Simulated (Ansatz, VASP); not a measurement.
One calculation of Pd, two programs

```
CELL_PARAMETERS angstrom
0.00000 1.97109 1.97109
1.97109 0.00000 1.97109
1.97109 1.97109 0.00000
ATOMIC_POSITIONS crystal
Pd 0.00000 0.00000 0.00000
```

Alike in both runs: functional PBE; k mesh 18 × 18 × 18; occupations gaussian, width 0.1 eV; no spin polarisation.

Ansatz relaxed the structure, and its values are those at the end. VASP's run is a single point on that final structure, the one shown.

|  | VASP | Ansatz |
| --- | --- | --- |
| version | VASP 6.6.1 | Ansatz 0.2.0 |
| potentials or method | VASP PAW PBE potentials, release 64 (Pd), cutoff 520 eV | scalar-relativistic, plane waves, PAW |
| valence electrons in the cell | 10 | 18 |

```csv
,VASP,Ansatz,Ansatz less VASP
gap on the k mesh at the Fermi level (eV),none,none,-
pressure (GPa),-0.3,0.0,+0.29
```

A gap of «none» marks a metal or a gap that the smearing closes. With one functional, cell and mesh, what is left measures potentials, basis and numerics. VASP's potentials hold 10 valence electrons a cell and Ansatz's 18, so a difference there can come from the potentials and not from the codes.
